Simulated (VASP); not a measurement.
A run of VASP 6.6.1:

INCAR

```
PREC = Accurate
ENCUT = 600
EDIFF = 1E-7
ISMEAR = -1
SIGMA = 0.08
LREAL = F
LASPH = T
NELM = 80
ALGO = Normal
ISIF = 3
LWAVE = F
LCHARG = F
GGA = PE
IBRION = 2
NSW = 32
EDIFFG = -0.005
PSTRESS = 320.0
```

Contents of KPOINTS:

```
Automatic mesh
0
Gamma
  14 14 14
```

The input POSCAR:

```
CdS
1.0
    3.1333776743      0.0000000000      0.0000000000
    0.0000000000      3.1333776743      0.0000000000
    0.0000000000      0.0000000000      3.1333776743
Cd S
1 1
Direct
    0.0000000000      0.0000000000      0.0000000000
    0.5000000000      0.5000000000      0.5000000000
```

Potentials or basis: VASP PAW PBE potentials, release 64 (Cd, S).

Command:

```sh
$ cat potpaw_PBE.64/Cd/POTCAR potpaw_PBE.64/S/POTCAR > POTCAR
$ mpirun -np 1 vasp_std > vasp.out
```

Hardware: 1 thread of Intel(R) Xeon(R) Platinum 8259CL CPU @ 2.50GHz (Skylake/Cascade Lake), with other jobs on the host.

**Question.** Estimate the wall time of this run.

**Answer.** Wall time 110 s on 1 thread of Intel(R) Xeon(R) Platinum 8259CL CPU @ 2.50GHz (Skylake/Cascade Lake), on a shared host, peak memory 0.21 GiB. Counts: scf iterations 31, k points 120, ion steps 3.
